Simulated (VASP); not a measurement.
# Sb (Fm-3m) in VASP: a series of runs

Sb is run at these levels: PBE; tasks: single point.

Program: VASP 6.6.1. These are calculated values, not measurements. Logs are shortened: lines on timing, memory, paths and dates and some standing lists are left out, and cuts for length are marked.

**1. The cell of the first run**

The structure is cubic, space group Fm-3m (No. 225). The conventional cell has a = 4.446 Å, b = 4.446 Å, c = 4.446 Å, α = 90.00°, β = 90.00°, γ = 90.00°. Within 4.1 Å of Sb (site symmetry m-3m) lie 12 Sb at 3.14 Å.

**2. Single point, PBE (volume scaled by 0.8, to set the pressure)**

The input, INCAR:

```
PREC = Accurate ; ENCUT = 520
EDIFF = 1E-7 ; ISMEAR = -1
SIGMA = 0.08 ; LREAL = False
LASPH = True ; NELM = 60
ALGO = Normal ; ISIF = 2
LWAVE = False ; LCHARG = False
GGA = PE ; NBANDS = 8
```

The input, KPOINTS:

```
Automatic mesh
0
Gamma
  15 15 15
```

The input, POSCAR:

```
Sb
1.0
    0.0000000000      2.2232298250      2.2232298250
    2.2232298250      0.0000000000      2.2232298250
    2.2232298250      2.2232298250      0.0000000000
Sb
1
Direct
    0.0000000000      0.0000000000      0.0000000000
```

Potentials or basis: VASP PAW PBE potentials, release 64 (Sb).

On the command line:

```console
$ cat potpaw_PBE.64/Sb/POTCAR > POTCAR
$ mpirun -np 1 vasp_std > vasp.out
```

OUTCAR:

```text
PREC = Accurate
   ENCUT = 520
   EDIFF = 1E-7
   ISMEAR = -1
   LREAL = False
   LASPH = True
   NELM = 60
   ISIF = 2
   GGA = PE

 ion  position               nearest neighbor table
   1  0.000  0.000  0.000-

  LATTYP: Found a face centered cubic cell.
 ALAT       =     4.4464596500

  Lattice vectors:

 A1 = (   0.0000000000,   2.2232298250,   2.2232298250)
 A2 = (   2.2232298250,   0.0000000000,   2.2232298250)
 A3 = (   2.2232298250,   2.2232298250,   0.0000000000)

Analysis of symmetry for initial positions (statically):
=====================================================================
 Subroutine PRICEL returns:
 Original cell was already a primitive cell.

 Routine SETGRP: Setting up the symmetry group for a
 face centered cubic supercell.

 Subroutine GETGRP returns: Found 48 space group operations
 (whereof 48 operations were pure point group operations)
 out of a pool of 48 trial point group operations.

The static configuration has the point symmetry O_h .

Analysis of symmetry for dynamics (positions and initial velocities):
=====================================================================
 Subroutine PRICEL returns:
 Original cell was already a primitive cell.

 Routine SETGRP: Setting up the symmetry group for a
 face centered cubic supercell.

 Subroutine GETGRP returns: Found 48 space group operations
 (whereof 48 operations were pure point group operations)
 out of a pool of 48 trial point group operations.

The dynamic configuration has the point symmetry O_h .

 Subroutine INISYM returns: Found 48 space group operations
 (whereof 48 operations are pure point group operations),
 and found     1 'primitive' translations

----------------------------------------------------------------------------------------

                                     Primitive cell

  volume of cell :      21.9777

  direct lattice vectors                    reciprocal lattice vectors
     0.000000000  2.223229825  2.223229825    -0.224898026  0.224898026  0.224898026
     2.223229825  0.000000000  2.223229825     0.224898026 -0.224898026  0.224898026
     2.223229825  2.223229825  0.000000000     0.224898026  0.224898026 -0.224898026

  length of vectors
     3.144121771  3.144121771  3.144121771     0.389534808  0.389534808  0.389534808

  position of ions in fractional coordinates (direct lattice)
[... 70 lines left out ...]
   ICHARG =      2    charge: 1-file 2-atom 10-const
   ISPIN  =      1    spin polarized calculation?
   LNONCOLLINEAR =      F non collinear calculations
   LSORBIT =      F    spin-orbit coupling
   LASPH  =      T    aspherical Exc in radial PAW
   ENCUT  =  520.0 eV  38.22 Ry    6.18 a.u.   5.85  5.85  5.85*2*pi/ulx,y,z
   NELM   =     60;   NELMIN=  2; NELMDL= -5     # of ELM steps
   EDIFF  = 0.1E-06   stopping-criterion for ELM
   LREAL  =      F    real-space projection
   EDIFFG = 0.1E-05   stopping-criterion for IOM
   NSW    =      0    number of steps for IOM
   IBRION =     -1    ionic relax: 0-MD 1-quasi-New 2-CG
   NFREE  =      0    steps in history (QN), initial steepest desc. (CG)
   ISIF   =      2    stress and relaxation
   ISYM   =      2    0-nonsym 1-usesym 2-fastsym
   POTIM  = 0.5000    time-step for ionic-motion
   TEBEG  =    0.0;   TEEND  =   0.0 temperature during run
   PSTRESS=    0.0 pullay stress
   NELECT =       5.0000    total number of electrons
   NUPDOWN=      -1.0000    fix difference up-down
   EMIN   =  10.00;   EMAX   =-10.00  energy-range for DOS
   EFERMI =   0.00;   METHOD = LEGACY
   ISMEAR =    -1;   SIGMA  =   0.08  broadening in eV -4-tet -1-fermi 0-gaus
   EFERMI_NEDOS =   21; number of points for ismear=-14 and -15
   IALGO  =     38    algorithm
   IMIX   =      4    mixing-type and parameters
     AMIX     =   0.40;   BMIX     =  1.00
     AMIX_MAG =   1.60;   BMIX_MAG =  1.00
  volume/ion in A,a.u.               =      21.98       148.31
  Fermi-wavevector in a.u.,A,eV,Ry     =   0.999395  1.888583 13.589366  0.998790
  Thomas-Fermi vector in A             =   2.131682
   LORBIT       =      0    0 simple, 1 ext, 2 COOP (PROOUT), +10 PAW based schemes
   GGA     = PE    functional components
   LHFCALC =     F    Hartree Fock is set to
   AEXX    =    0.0000 exact exchange contribution
   IVDW    =     0    specifies the selected vdW correction
   LEPSILON=     F    determine dielectric tensor
   LRPA    =     F    only Hartree local field effects (RPA)
 non-spin polarized calculation
  energy-cutoff  :      520.00
  volume of cell :       21.98
 maximum number of plane-waves:       609
   NGX = 11   NGY = 11   NGZ = 11

 number of electron       5.0000000 magnetization

 Free energy of the ion-electron system (eV)
  ---------------------------------------------------
  ext. energy  EPLUGINS =         0.00000000
  ---------------------------------------------------
  free energy    TOTEN  =        -3.53009319 eV

  energy without entropy =       -3.51829771  energy(sigma->0) =       -3.52419545

 E-fermi :  11.4960     XC(G=0): -11.1468

 val. band max:       11.4590577160   @ k =  -0.2667   0.4000   0.1333
 cond. band min:      11.5051503509   @ k =   0.4000   0.2667   0.1333
 fundamental gap:      0.0460926349
 Fermi energy:        11.4960398056

 k-point     1 :       0.0000    0.0000    0.0000
  band No.  band energies     occupation
      1      -3.2752      2.00000
      2      18.3874      0.00000
      3      18.3874      0.00000
      4      18.3874      0.00000
      5      21.5732      0.00000
      6      22.0926      0.00000
      7      22.0926      0.00000
      8      22.0926      0.00000
[... 243 lines left out ...]
 k-point    24 :       0.2000    0.1333    0.0000
  band No.  band energies     occupation
      1      -2.3217      2.00000
      2      14.2503      0.00000
      3      15.6240      0.00000
      4      16.4948      0.00000
      5      19.0976      0.00000
      6      20.8746      0.00000
      7      24.7516      0.00000
      8      25.3905      0.00000

 [... further k-points ...]
[... 5 lines left out ...]
  --------------------------------------------------------------------------------------
  -------------------------------------------------------------------------------------
  Total        2.9994306      2.9994306      2.9994306      0.0000000     -0.0000000      0.0000000
  in kB      218.6584830    218.6584830    218.6584830      0.0000000     -0.0000000      0.0000000
  external PRESSURE =     218.6584830 kB  Pullay stress =       0.0000000 kB

 VOLUME and BASIS-vectors are now :
 -----------------------------------------------------------------------------
  energy-cutoff  :      520.00
  volume of cell :       21.98
      direct lattice vectors                 reciprocal lattice vectors
     0.000000000  2.223229825  2.223229825    -0.224898026  0.224898026  0.224898026
     2.223229825  0.000000000  2.223229825     0.224898026 -0.224898026  0.224898026
     2.223229825  2.223229825  0.000000000     0.224898026  0.224898026 -0.224898026

 POSITION                                       TOTAL-FORCE (eV/Angst)
 -----------------------------------------------------------------------------------
      0.00000      0.00000      0.00000         0.000000      0.000000      0.000000
 -----------------------------------------------------------------------------------
    total drift:                               -0.000000      0.000000      0.000000

  FREE ENERGIE OF THE ION-ELECTRON SYSTEM (eV)
  ---------------------------------------------------
  free  energy   TOTEN  =        -3.5300931872 eV

  energy  without entropy=       -3.5182977075  energy(sigma->0) =       -3.52419545
```

OSZICAR:

```text
N       E                     dE             d eps       ncg     rms          rms(c)
DAV:   1     0.577681532315E+01    0.57768E+01   -0.17569E+03  1976   0.416E+02
DAV:   2    -0.344859023338E+01   -0.92254E+01   -0.86794E+01  2752   0.550E+01
DAV:   3    -0.353720216370E+01   -0.88612E-01   -0.88514E-01  2384   0.608E+00
DAV:   4    -0.353740069864E+01   -0.19853E-03   -0.19853E-03  3072   0.346E-01
DAV:   5    -0.353740096709E+01   -0.26846E-06   -0.26726E-06  2440   0.829E-03    0.251E+00
DAV:   6    -0.353286216297E+01    0.45388E-02   -0.52410E-04  2752   0.138E-01    0.148E+00
DAV:   7    -0.353009729431E+01    0.27649E-02   -0.13307E-03  2224   0.215E-01    0.370E-02
DAV:   8    -0.353009365957E+01    0.36347E-05   -0.25576E-05  3136   0.389E-02    0.862E-03
DAV:   9    -0.353009306696E+01    0.59261E-06   -0.48940E-07  2392   0.494E-03    0.154E-03
DAV:  10    -0.353009333330E+01   -0.26634E-06   -0.12268E-08  2120   0.713E-04    0.115E-03
DAV:  11    -0.353009320775E+01    0.12555E-06   -0.17857E-09  1248   0.265E-04    0.740E-05
DAV:  12    -0.353009318719E+01    0.20554E-07   -0.11416E-10  1208   0.837E-05
   1 F= -.35300932E+01 E0= -.35241954E+01  d E =-.117955E-01
```

Wall time 6.9 s (1 thread of Intel Xeon 6975P-C (Granite Rapids), shared host); peak memory 0.14 GiB.

Results:

```
Free energy : -3.5301 eV
Pressure    : 21.9 GPa
```

Caveat: the cell differs from its parent crystal (volume scaled by 0.8, to set the pressure); spin-orbit coupling is left out, which moves the levels of the heavy elements.

**3. Single point, PBE**

The input, INCAR:

```
  ALGO = Normal
  EDIFF = 1E-6
  ENCUT = 520
  GGA = PE
  ISIF = 2
  ISMEAR = -1
  LASPH = True
  LCHARG = False
  LREAL = False
  LWAVE = False
  NBANDS = 8
  NELM = 80
  PREC = Accurate
  SIGMA = 0.08
```

The input, KPOINTS:

```
k-points
0
Gamma
  15 15 15
```

The input, POSCAR:

```
Sb
1.0
    0.0000000000      2.2227421678      2.2227421678
    2.2227421678      0.0000000000      2.2227421678
    2.2227421678      2.2227421678      0.0000000000
Sb
1
Direct
    0.0000000000      0.0000000000      0.0000000000
```

Potentials or basis: VASP PAW PBE potentials, release 64 (Sb).

On the command line:

```console
$ cat potpaw_PBE.64/Sb/POTCAR > POTCAR
$ mpirun -np 1 vasp_std > vasp.out
```

It took 5.7 s on 1 thread of Intel Xeon 6975P-C (Granite Rapids), shared host; peak memory 0.14 GiB.

Results (log left out):

- Free energy: -3.5281 eV
- Pressure: 22.0 GPa

Levels at points of the mesh, in eV from the Fermi level:
```csv
k point,band 1,band 2,band 3,band 4,band 5,band 6,band 7
"(0.00, 0.00, 0.00)",-14.78,6.90,6.90,6.90,10.08,10.60,10.60
```

Caveat: spin-orbit coupling is left out, which moves the levels of the heavy elements.

**4. Single point, PBE**

The input, INCAR:

```
SYSTEM = Sb
  PREC = Accurate
  ENCUT = 520
  EDIFF = 1E-6
  ISMEAR = -1
  SIGMA = 0.08
  LREAL = .False.
  LASPH = .True.
  NELM = 80
  ALGO = Normal
  ISIF = 2
  LWAVE = .False.
  LCHARG = .True.
  GGA = PE
  LELF = .True.
  LVHAR = .True.
  NBANDS = 8
```

The input, KPOINTS:

```
Automatic mesh
0
Gamma
  15 15 15
  0 0 0
```

POSCAR is that of step 3.

On the command line:

```console
$ cat potpaw_PBE.64/Sb/POTCAR > POTCAR
$ mpirun -np 1 vasp_std > vasp.out
```

Run time: 5.8 s. Hardware: 1 thread of Intel Xeon 6975P-C (Granite Rapids), shared host; peak memory 0.14 GiB.

Results (log left out):

```yaml
Free_energy: -3.5281 eV
Pressure: 22.0 GPa
```

Levels at points of the mesh, in eV from the Fermi level:
| k point | band 1 | band 2 | band 3 | band 4 | band 5 |
| --- | --- | --- | --- | --- | --- |
| (0.00, 0.00, 0.00) | -14.78 | 6.90 | 6.90 | 6.90 | 10.08 |

Caveat: spin-orbit coupling is left out, which moves the levels of the heavy elements.

**5. Single point, PBE**

This run uses another cell than the first one, of 27.47 Å³/atom, 1.250 times its volume.

The input, INCAR:

```
SYSTEM = Sb
PREC = Accurate
ENCUT = 520
EDIFF = 1E-7
ISMEAR = -1
SIGMA = 0.08
LREAL = .False.
LASPH = .True.
NELM = 60
ALGO = Normal
ISIF = 2
LWAVE = .False.
LCHARG = .False.
GGA = PE
NBANDS = 8
```

The input, KPOINTS:

```
regular mesh
0
Gamma
  14 14 14
  0 0 0
```

The input, POSCAR:

```
Sb
1.0
    0.0000000000      2.3949017295      2.3949017295
    2.3949017295      0.0000000000      2.3949017295
    2.3949017295      2.3949017295      0.0000000000
Sb
1
Direct
    0.0000000000      0.0000000000      0.0000000000
```

Potentials or basis: VASP PAW PBE potentials, release 64 (Sb).

On the command line:

```console
$ cat potpaw_PBE.64/Sb/POTCAR > POTCAR
$ mpirun -np 1 vasp_std > vasp.out
```

OUTCAR:

```text
SYSTEM = Sb
   PREC = Accurate
   ENCUT = 520
   EDIFF = 1E-7
   ISMEAR = -1
   LREAL = .False.
   LASPH = .True.
   NELM = 60
   ISIF = 2
   GGA = PE

 ion  position               nearest neighbor table
   1  0.000  0.000  0.000-

  LATTYP: Found a face centered cubic cell.
 ALAT       =     4.7898034590

  Lattice vectors:

 A1 = (   0.0000000000,   2.3949017295,   2.3949017295)
 A2 = (   2.3949017295,   0.0000000000,   2.3949017295)
 A3 = (   2.3949017295,   2.3949017295,   0.0000000000)

Analysis of symmetry for initial positions (statically):
=====================================================================
 Subroutine PRICEL returns:
 Original cell was already a primitive cell.

 Routine SETGRP: Setting up the symmetry group for a
 face centered cubic supercell.

 Subroutine GETGRP returns: Found 48 space group operations
 (whereof 48 operations were pure point group operations)
 out of a pool of 48 trial point group operations.

The static configuration has the point symmetry O_h .

Analysis of symmetry for dynamics (positions and initial velocities):
=====================================================================
 Subroutine PRICEL returns:
 Original cell was already a primitive cell.

 Routine SETGRP: Setting up the symmetry group for a
 face centered cubic supercell.

 Subroutine GETGRP returns: Found 48 space group operations
 (whereof 48 operations were pure point group operations)
 out of a pool of 48 trial point group operations.

The dynamic configuration has the point symmetry O_h .

 Subroutine INISYM returns: Found 48 space group operations
 (whereof 48 operations are pure point group operations),
 and found     1 'primitive' translations

----------------------------------------------------------------------------------------

                                     Primitive cell
[... 108 lines left out ...]
     AMIX     =   0.40;   BMIX     =  1.00
     AMIX_MAG =   1.60;   BMIX_MAG =  1.00
  volume/ion in A,a.u.               =      27.47       185.39
  Fermi-wavevector in a.u.,A,eV,Ry     =   0.927756  1.753205 11.710961  0.860731
  Thomas-Fermi vector in A             =   2.053860
   LORBIT       =      0    0 simple, 1 ext, 2 COOP (PROOUT), +10 PAW based schemes
   GGA     = PE    functional components
   LHFCALC =     F    Hartree Fock is set to
   AEXX    =    0.0000 exact exchange contribution
   IVDW    =     0    specifies the selected vdW correction
   LEPSILON=     F    determine dielectric tensor
   LRPA    =     F    only Hartree local field effects (RPA)
 non-spin polarized calculation
  energy-cutoff  :      520.00
  volume of cell :       27.47
 maximum number of plane-waves:       757
 NGX is ok and might be reduce to    28
   NGX = 13   NGY = 13   NGZ = 13

 number of electron       5.0000000 magnetization

 Free energy of the ion-electron system (eV)
  ---------------------------------------------------
  ext. energy  EPLUGINS =         0.00000000
  ---------------------------------------------------
  free energy    TOTEN  =        -3.82411248 eV

  energy without entropy =       -3.80488703  energy(sigma->0) =       -3.81449975

 E-fermi :   8.3156     XC(G=0): -10.1465

 val. band max:        8.2650009818   @ k =  -0.3571   0.3571   0.1429
 cond. band min:       8.3163257672   @ k =  -0.3571   0.2143   0.0714
 fundamental gap:      0.0513247855
 Fermi energy:         8.3156309197

 k-point     1 :       0.0000    0.0000    0.0000
  band No.  band energies     occupation
      1      -4.5052      2.00000
      2      13.4381      0.00000
      3      13.4381      0.00000
      4      13.4381      0.00000
      5      18.1531      0.00000
      6      18.1531      0.00000
      7      18.1531      0.00000
      8      18.5094      0.00000
[... 243 lines left out ...]
 k-point    24 :       0.2857    0.1429    0.0000
  band No.  band energies     occupation
      1      -3.0717      2.00000
      2       7.9685      1.97425
      3      11.0038      0.00000
      4      11.2873      0.00000
      5      15.5142      0.00000
      6      17.0575      0.00000
      7      20.1646      0.00000
      8      20.5572      0.00000

 [... further k-points ...]

------------------------ aborting loop because EDIFF is reached ----------------------------------------

  FORCE on cell =-STRESS in cart. coord.  units (eV):
  Direction    XX          YY          ZZ          XY          YZ          ZX
  --------------------------------------------------------------------------------------
  -------------------------------------------------------------------------------------
  Total       -0.0251610     -0.0251610     -0.0251610     -0.0000000     -0.0000000     -0.0000000
  in kB       -1.4673907     -1.4673907     -1.4673907     -0.0000000     -0.0000000     -0.0000000
  external PRESSURE =      -1.4673907 kB  Pullay stress =       0.0000000 kB

 VOLUME and BASIS-vectors are now :
 -----------------------------------------------------------------------------
  energy-cutoff  :      520.00
  volume of cell :       27.47
      direct lattice vectors                 reciprocal lattice vectors
     0.000000000  2.394901729  2.394901729    -0.208776834  0.208776834  0.208776834
     2.394901729  0.000000000  2.394901729     0.208776834 -0.208776834  0.208776834
     2.394901729  2.394901729  0.000000000     0.208776834  0.208776834 -0.208776834

 POSITION                                       TOTAL-FORCE (eV/Angst)
 -----------------------------------------------------------------------------------
      0.00000      0.00000      0.00000        -0.000000     -0.000000      0.000000
 -----------------------------------------------------------------------------------
    total drift:                                0.000000      0.000000      0.000000

  FREE ENERGIE OF THE ION-ELECTRON SYSTEM (eV)
  ---------------------------------------------------
  free  energy   TOTEN  =        -3.8241124803 eV

  energy  without entropy=       -3.8048870268  energy(sigma->0) =       -3.81449975
```

OSZICAR:

```text
N       E                     dE             d eps       ncg     rms          rms(c)
DAV:   1     0.475865118240E+01    0.47587E+01   -0.16824E+03  1680   0.413E+02
DAV:   2    -0.374009849671E+01   -0.84987E+01   -0.81857E+01  2408   0.516E+01
DAV:   3    -0.382887716551E+01   -0.88779E-01   -0.88472E-01  1984   0.588E+00
DAV:   4    -0.382913490730E+01   -0.25774E-03   -0.25774E-03  2608   0.391E-01
DAV:   5    -0.382913531695E+01   -0.40966E-06   -0.40969E-06  2112   0.958E-03    0.163E+00
DAV:   6    -0.382582390443E+01    0.33114E-02   -0.21432E-03  2032   0.242E-01    0.923E-01
DAV:   7    -0.382409839618E+01    0.17255E-02   -0.44701E-03  1864   0.351E-01    0.586E-02
DAV:   8    -0.382411307373E+01   -0.14678E-04   -0.57434E-05  2344   0.592E-02    0.539E-03
DAV:   9    -0.382411318874E+01   -0.11501E-06   -0.75980E-07  2456   0.675E-03    0.104E-03
DAV:  10    -0.382411260948E+01    0.57926E-06   -0.71058E-08  2256   0.154E-03    0.110E-03
DAV:  11    -0.382411243071E+01    0.17877E-06   -0.16420E-09  1312   0.353E-04    0.197E-04
DAV:  12    -0.382411248032E+01   -0.49603E-07   -0.22233E-10  1096   0.932E-05
   1 F= -.38241125E+01 E0= -.38144998E+01  d E =-.192255E-01
```

It took 12 s on 1 thread of Intel Xeon 6975P-C (Granite Rapids), shared host; peak memory 0.16 GiB.

Results:

| Item | Value |
| --- | --- |
| Free energy | -3.8241 eV |
| Pressure | -0.1 GPa |

Caveat: spin-orbit coupling is left out, which moves the levels of the heavy elements.

**6. Summary**

```tsv
cell	k mesh	gap on the mesh (eV)	pressure (GPa)
a = 3.144 Å, angles 60.0°, 1 atom	15 × 15 × 15	none	21.9
a = 3.143 Å, angles 60.0°, 1 atom	15 × 15 × 15	none	22.0
a = 3.387 Å, angles 60.0°, 1 atom	14 × 14 × 14	none	-0.1
```

Alike in all rows: task single point; level PBE; potentials or basis VASP PAW PBE potentials, release 64 (Sb); no spin polarisation; cutoff (eV) 520; smearing fermi-dirac 0.08 eV.

Caveats: spin-orbit coupling is left out, which moves the levels of the heavy elements.

Total energies depend on the potentials used, so only differences within one code and one set of settings carry meaning.
